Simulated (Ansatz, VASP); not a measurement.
**Cr in VASP and in Ansatz**

The input INCAR:

```
PREC     = Accurate       # precision mode
ENCUT    = 520            # plane-wave cutoff, eV
EDIFF    = 1E-6           # SCF threshold, eV
ISMEAR   = 1              # smearing method
SIGMA    = 0.01           # smearing width, eV
LREAL    = False          # projectors in reciprocal space
LASPH    = True           # aspherical terms in the spheres
NELM     = 150            # most SCF steps
ALGO     = Fast           # electronic algorithm
ISIF     = 2              # what is computed and relaxed
LWAVE    = False          # write WAVECAR
LCHARG   = False          # write CHGCAR
ISPIN    = 2              # spin polarisation
MAGMOM   = 3              # initial moments
LORBIT   = 11             # projections on sites
LMAXMIX  = 4              # l up to which the mixer works
LDAU     = True           # DFT+U
LDAUTYPE = 2            
LDAUL    = 2              # shell
LDAUU    = 5.3            # U, eV
LDAUJ    = 0            
LDAUPRINT= 1            
GGA      = CA             # functional
NBANDS   = 16             # bands
```

The input KPOINTS:

```
regular mesh
0
Gamma
  12 12 12
```

Contents of POSCAR:

```
Cr
1.0
   -1.4744866279      1.4744866279      1.4744866279
    1.4744866279     -1.4744866279      1.4744866279
    1.4744866279      1.4744866279     -1.4744866279
Cr
1
Direct
    0.0000000000      0.0000000000      0.0000000000
```

Contents of input.yaml:

```yaml
crystal:
  lattice:
    - [-1.4744866279, 1.4744866279, 1.4744866279]
    - [1.4744866279, -1.4744866279, 1.4744866279]
    - [1.4744866279, 1.4744866279, -1.4744866279]
  atoms:
    - { symbol: Cr, position: [0.0, 0.0, 0.0], spin: 3.0 }
hamiltonian:
  xc: lda
  pseudopotentials: { kind: paw }
  hubbard:
    sites: [{ species: Cr, l: d, u_eff: 5.3 }]
    projectors: all-electron-atomic
magnetization:
  spin_polarized: true
kpoints:
  mp_grid: { grid: [12, 12, 12] }
scf:
  occupations: { method: methfessel_paxton, width: 0.01 }
output:
  forces: true
  stress: true
  eigenvalues: true
```

Alike in both runs: task single point; functional LDA; k mesh 12 × 12 × 12; occupations methfessel-paxton of order 1, width 0.01 eV; collinear spin; Hubbard terms Cr d U = 5.3 eV.

|  | VASP | Ansatz |
| --- | --- | --- |
| version | VASP 6.6.1 | Ansatz 0.2.0 |
| potentials or method | VASP PAW LDA potentials, release 64 (Cr_pv) | Ansatz PAW |
| plane-wave cutoff (eV) | 520 | 420 |
| valence electrons in the cell | 12 | 14 |

VASP gave:

```
gap on the k mesh at the Fermi level (eV)                     : none
pressure (GPa)                                                : -8.3
net moment per atom (μB)                                      : 1.07
size of the moment on the site where the two differ most (μB) : 1.10
```

Which values does Ansatz return?

gap on the k mesh at the Fermi level (eV): none; pressure (GPa): 93.6; net moment per atom (μB): 4.66; size of the moment on the site where the two differ most (μB): 4.03.

The net moments are unlike, so the other rows may belong to different states. LDA's correlation is that of Perdew and Zunger in VASP and of Perdew and Wang (1992) in Ansatz. Site moments also hang on the region over which each program counts them. The programs project onto different local orbitals, so the same U acts differently, and such runs can settle in different states. A gap of «none» marks a metal or a gap that the smearing closes. VASP's potentials hold 12 valence electrons a cell and Ansatz's 14, so a difference there can come from the potentials and not from the codes.

Noted on Ansatz's run: the magnetic or orbital state may not be the lowest.
